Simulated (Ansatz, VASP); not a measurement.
**Two plane-wave programs on SiC**

```
CELL_PARAMETERS angstrom
0.00000 -2.18986 -2.18986
0.00000 2.18986 -2.18986
4.37973 0.00000 0.00000
ATOMIC_POSITIONS crystal
Si 0.51204 0.51204 0.50000
Si 0.98796 0.98796 0.00000
C 0.95719 0.54281 0.25000
C 0.54281 0.95719 0.75000
```

Change from the starting cell: mode 7 (741.2 1/cm) frozen in, largest displacement +0.188 Å.

Alike in both runs: task single point; functional PBE; k mesh 10 × 10 × 6; occupations gaussian, width 0.05 eV; no spin polarisation.

```csv
,VASP,Ansatz
version,VASP 6.6.1,Ansatz 0.2.0
potentials or method,"VASP PAW PBE potentials, release 64 (Si, C), cutoff 600 eV","scalar-relativistic, plane waves, PAW"
valence electrons in the cell,16,16
```

|  | VASP | Ansatz | Ansatz less VASP |
| --- | --- | --- | --- |
| gap on the k mesh at the Fermi level (eV) | 1.05 | 1.06 | +0.003 |
| least direct gap on the mesh (eV) | 1.61 | 1.61 | +0.003 |
| pressure (GPa) | 8.5 | 8.7 | +0.23 |
| traceless stress, the component that is largest in VASP (GPa) | -6.21 | -6.20 | +0.013 |
| rms of the force components (eV/Å) | 2.250 | 2.249 | -0.0012 |

Atom by atom the forces differ by 0.001 eV/Å (rms over components).
